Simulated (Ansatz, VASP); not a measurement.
SiO2 in VASP and in Ansatz

```
Si O
1.0
     4.18650    0.00000    0.00000
     0.00000    4.18650    0.00000
     0.00000    0.00000    2.66840
Si O
2 4
Direct
  0.00000 0.00000 0.00000
  0.50000 0.50000 0.50000
  0.30590 0.30590 0.00000
  0.19410 0.80590 0.50000
  0.69410 0.69410 0.00000
  0.80590 0.19410 0.50000
```

Alike in both runs: task relaxation of cell and atoms; functional PBEsol; k mesh 6 × 6 × 8; occupations gaussian, width 0.02 eV; no spin polarisation.

|  | VASP | Ansatz |
| --- | --- | --- |
| version | VASP 6.6.1 | Ansatz 0.2.0 |
| potentials or method | VASP PAW PBE potentials, release 64 (Si, O), cutoff 600 eV | scalar-relativistic, plane waves, PAW |
| valence electrons in the cell | 32 | 32 |

|  | VASP | Ansatz | Ansatz less VASP |
| --- | --- | --- | --- |
| gap on the k mesh at the Fermi level, each at its own relaxed structure (eV) | 5.34 | 5.36 | +0.025 |
| relaxed volume (Å³/atom) | 7.86 | 7.85 | -0.004 |
| relaxed length of the cell vector where the two differ most in proportion (Å) | 2.683 | 2.678 | -0.0043 |

VASP's potentials were made for PBE, not for PBEsol, and Ansatz warns of the same on its side.
